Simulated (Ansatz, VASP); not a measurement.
## Si: VASP beside Ansatz

Contents of INCAR:

```
  PREC = Accurate
  ENCUT = 600
  EDIFF = 1E-7
  ISMEAR = -1
  SIGMA = 0.05
  LREAL = F
  LASPH = T
  NELM = 60
  ALGO = Normal
  ISIF = 3
  LWAVE = F
  LCHARG = F
  GGA = RP
  IVDW = 13
  IBRION = 2
  NSW = 60
  EDIFFG = -0.01
```

File KPOINTS:

```
Automatic mesh
0
Gamma
  13 13 13
```

The input POSCAR:

```
Si
1.0
   -1.6269149300      1.6269149300      1.3203298500
    1.6269149300     -1.6269149300      1.3203298500
    1.6269149300      1.6269149300     -1.3203298500
Si
1
Direct
    0.0000000000      0.0000000000      0.0000000000
```

The input input.yaml:

```yaml
crystal:
  lattice:
    - [-1.62691493, 1.62691493, 1.32032985]
    - [1.62691493, -1.62691493, 1.32032985]
    - [1.62691493, 1.62691493, -1.32032985]
  atoms:
    - { symbol: Si, position: [0.0, 0.0, 0.0] }
hamiltonian:
  xc: rpbe
  pseudopotentials: { kind: paw }
  dispersion: d4
kpoints:
  mp_grid: { grid: [13, 13, 13] }
scf:
  occupations: { method: fermi_dirac, width: 0.05 }
output:
  forces: true
  stress: true
  eigenvalues: true
relax:
  f_tol: 0.01
  max_steps: 40
  cell: { stress_tol: 0.05 }
```

Alike in both runs: task relaxation of cell and atoms; functional RPBE; dispersion D4; k mesh 13 × 13 × 13; occupations fermi-dirac, width 0.05 eV; no spin polarisation.

```csv
,VASP,Ansatz
version,VASP 6.6.1,Ansatz 0.2.0
potentials or method,"VASP PAW PBE potentials, release 64 (Si)",Ansatz PAW
plane-wave cutoff (eV),600,420
valence electrons in the cell,4,4
```

VASP gave:

| Quantity | Value |
| --- | --- |
| gap on the k mesh at the Fermi level, each at its own relaxed structure (eV) | none |
| relaxed volume (Å³/atom) | 13.26 |
| relaxed cell length with the largest relative difference (Å) | 2.617 |

**Question.** Estimate Ansatz's values.

**Answer.** gap on the k mesh at the Fermi level, each at its own relaxed structure (eV): none; relaxed volume (Å³/atom): 13.34; relaxed cell length with the largest relative difference (Å): 2.622.

VASP's potentials were made for PBE, not for RPBE. A gap of «none» marks a metal or a gap that the smearing closes.

Noted on Ansatz's run: the plane-wave basis is chosen anew once the cell has moved, so the energies of steps on either side of that aren't comparable.
